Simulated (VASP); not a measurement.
# NbCd3: single point with PBE

NbCd3:

```
Nb Cd
1.0
     4.30869    0.00000    0.00000
     0.00000    4.30869    0.00000
     0.00000    0.00000    4.30869
Nb Cd
1 3
Direct
  0.00000 0.00000 0.00000
  0.00000 0.50000 0.50000
  0.50000 0.00000 0.50000
  0.50000 0.50000 0.00000
```

```json
{
  "Program": "VASP 6.6.1",
  "Task": "single point",
  "Functional": "PBE",
  "Potentials or basis": "VASP PAW PBE potentials, release 64 (Nb_sv, Cd)",
  "Cutoff": "520 eV",
  "k mesh": "8 × 8 × 8",
  "Occupations": "fermi-dirac, width 0.1 eV",
  "Spin": "no spin polarisation"
}
```

- Pressure: 0.4 GPa

Levels at points of the mesh, in eV from the Fermi level:
```csv
k point,band 23,band 24,band 25,band 26,band 27,band 28
"(0.00, 0.00, 0.00)",0.25,0.25,0.25,1.13,1.13,1.13
"(0.50, 0.00, 0.00)",-0.83,-0.76,0.98,1.06,2.95,4.01
"(0.50, 0.50, 0.00)",-3.00,-0.31,-0.31,1.08,1.65,2.03
"(0.50, 0.50, 0.50)",-2.14,-1.12,-1.12,-1.12,1.41,1.41
```

Run time: 32 s on 1 thread of Intel(R) Xeon(R) Platinum 8488C (Sapphire Rapids) (shared host), peak memory 0.22 GiB.
